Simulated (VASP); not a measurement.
## TiO: single point with r2SCAN

Crystal: TiO.

```xyz
4
Lattice="2.8516 0.0000 0.0000 -1.4258 2.4696 0.0000 0.0000 0.0000 5.5675" Properties=species:S:1:pos:R:3 pbc="T T T"
Ti    0.0000    1.6464    1.3919
Ti    1.4258    0.8232    4.1756
O     0.0000    0.0000    0.0000
O     0.0000    0.0000    2.7838
```

| Quantity | Value |
| --- | --- |
| Program | VASP 6.6.1 |
| Task | single point |
| Functional | r2SCAN |
| Potentials or basis | VASP PAW PBE potentials, release 64 (Ti_sv, O) |
| Cutoff | 520 eV |
| k mesh | 18 × 18 × 8 |
| Occupations | fermi-dirac, width 0.3 eV |
| Spin | no spin polarisation |

```
Pressure               : -2.5 GPa
Band gap on the k mesh : zero (bands 18 and 19 overlap by 0.04 eV)
```

Stress tensor (GPa, compression positive):
```
-2.10  0.00  0.00
 0.00 -2.10  0.00
 0.00  0.00 -3.22
```

Levels at points of the mesh, in eV from the Fermi level:
| k point | band 16 | band 17 | band 18 | band 19 | band 20 | band 21 |
| --- | --- | --- | --- | --- | --- | --- |
| (0.00, 0.00, 0.00) | -5.77 | -2.24 | -0.24 | -0.24 | -0.16 | 1.02 |
| (0.50, 0.00, 0.00) | -5.99 | -2.94 | -0.24 | 0.88 | 1.62 | 1.95 |
| (0.00, 0.00, 0.50) | -6.08 | -0.79 | -0.79 | 0.63 | 0.63 | 0.63 |
| (0.50, 0.00, 0.50) | -6.61 | -1.55 | -1.55 | 2.00 | 2.00 | 2.22 |

Wall time 8.4 min on 1 thread of AMD EPYC 9R45 96-Core Processor (Zen 5), on a shared host, peak memory 0.26 GiB.

Caveat: so wide a smearing shifts energies and pressures; the PAW data sets were made with another functional, which shifts forces and pressure a little; semilocal functionals often make such compounds metallic where correlation or magnetic order opens a gap, which also shifts bond lengths.
